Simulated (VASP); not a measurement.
Input of a VASP 6.6.1 run:

Contents of INCAR:

```
SYSTEM = Re
PREC = Accurate
ENCUT = 520
EDIFF = 1E-7
ISMEAR = -1
SIGMA = 0.05
LREAL = .False.
LASPH = .True.
NELM = 100
ALGO = Normal
ISIF = 2
LWAVE = .False.
LCHARG = .True.
GGA = PE
LELF = .True.
LVHAR = .True.
NBANDS = 14
```

Contents of KPOINTS:

```
Automatic mesh
0
Gamma
  14 14 8
  0 0 0
```

POSCAR

```
Re
1.0
    2.6115486478      0.0000000000      0.0000000000
   -1.3057743239      2.2616674722      0.0000000000
    0.0000000000      0.0000000000      4.1758273441
Re
2
Direct
    0.3333333333      0.6666666667      0.2500000000
    0.6666666667      0.3333333333      0.7500000000
```

Potentials or basis: VASP PAW PBE potentials, release 64 (Re).

Command:

```console
$ cat potpaw_PBE.64/Re/POTCAR > POTCAR
$ mpirun -np 1 vasp_std > vasp.out
```

Question: What does it give for the pressure?

Answer: 108.7 GPa.

Question: Estimate the band gap on the k mesh.

Answer: Zero (band 7 reaches 12.14 eV, above the bottom of band 8 at 7.90 eV).

Stress tensor (GPa, compression positive):
```
106.00   0.00   0.00
  0.00 106.00   0.00
  0.00   0.00 114.09
```

Caveat: spin-orbit coupling is left out, which moves the levels of the heavy elements.
